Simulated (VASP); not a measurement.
Wanted: the native input for a VASP 6.6.1 run.

```yaml
Task: single point
Functional: LDA
Potentials_or_basis: VASP PAW LDA potentials, release 64 (Si, O)
Cutoff: 520 eV
k_mesh: 6 × 6 × 4
Occupations: gaussian, width 0.02 eV
Spin: no spin polarisation
Dipole_correction: no
Further_INCAR_settings: ALGO = Normal; EDIFF = 1e-07; NBANDS = 44
```

The structure of SiO2 lies in POSCAR:

```
SiO2
1.0
    5.0150051711      0.0000000000      0.0000000000
   -2.5075025855      4.3431218783      0.0000000000
    0.0000000000      0.0000000000      8.5394403791
Si O
4 8
Direct
    0.6666666667      0.3333333333      0.9370470953
    0.6666666667      0.3333333333      0.5629529047
    0.3333333333      0.6666666667      0.0629529047
    0.3333333333      0.6666666667      0.4370470953
    0.0000000000      0.4120636141      0.0000000000
    0.4120636141      0.4120636141      0.5000000000
    0.5879363859      0.0000000000      0.5000000000
    0.5879363859      0.5879363859      0.0000000000
    0.0000000000      0.5879363859      0.5000000000
    0.6666666667      0.3333333333      0.7500000000
    0.3333333333      0.6666666667      0.2500000000
    0.4120636141      0.0000000000      0.0000000000
```

These files were run (other wordings do the same):

INCAR

```
PREC = Accurate ; ENCUT = 520
EDIFF = 1E-7 ; ISMEAR = 0
SIGMA = 0.02 ; LREAL = F
LASPH = T ; NELM = 60
ALGO = Normal ; ISIF = 2
LWAVE = F ; LCHARG = F
GGA = CA ; NBANDS = 44
```

KPOINTS

```
Automatic mesh
0
Gamma
  6 6 4
```

Potentials or basis: VASP PAW LDA potentials, release 64 (Si, O).

Launch:

```sh
$ cat potpaw_LDA.64/Si/POTCAR potpaw_LDA.64/O/POTCAR > POTCAR
$ mpirun -np 1 vasp_std > vasp.out
```

Results of the run:

The pressure is 0.5 GPa. The largest force is 0.024 eV/Å and the band gap on the k mesh is 5.42 eV (least direct gap 5.48 eV).

It took 2.3 min on 1 thread of Intel(R) Xeon(R) Platinum 8488C (Sapphire Rapids) (shared host), peak memory 0.3 GiB.
